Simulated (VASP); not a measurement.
A run of VASP 6.6.1 is set up as follows.

The input INCAR:

```
PREC     = Accurate       # precision mode
ENCUT    = 520            # plane-wave cutoff, eV
EDIFF    = 1E-8           # SCF threshold, eV
ISMEAR   = 0              # smearing method
SIGMA    = 0.01           # smearing width, eV
LREAL    = False          # projectors in reciprocal space
LASPH    = True           # aspherical terms in the spheres
NELM     = 60             # most SCF steps
ALGO     = Normal         # electronic algorithm
ISIF     = 2              # what is computed and relaxed
LWAVE    = False          # write WAVECAR
LCHARG   = True           # write CHGCAR
GGA      = PS             # functional
NBANDS   = 15             # bands
IBRION   = 8              # ionic algorithm
NSW      = 1              # ionic steps
```

File KPOINTS:

```
regular mesh
0
Gamma
  6 6 6
```

The input POSCAR:

```
KBr
1.0
    3.2745281208      3.2745281208      0.0000000000
   -3.2745281208      3.2745281208      0.0000000000
    0.0000000000      3.2745281208      3.2745281208
K Br
1 1
Direct
    0.0000000000      0.0000000000      0.0000000000
    0.5000000000      0.5000000000      0.0000000000
```

Potentials or basis: VASP PAW PBE potentials, release 64 (K_sv, Br).

The run is started by

```sh
$ cat potpaw_PBE.64/K_sv/POTCAR potpaw_PBE.64/Br/POTCAR > POTCAR
$ mpirun -np 1 vasp_std > vasp.out
```

Problem. Estimate the highest phonon frequency at Γ, LO-TO splitting left out.

Solution. 113 cm⁻¹.

Phonon frequencies in cm⁻¹ (negative: imaginary):
```tsv
q point	frequencies
(0.000, 0.000, 0.000)	0 0 0 113 113 113
```
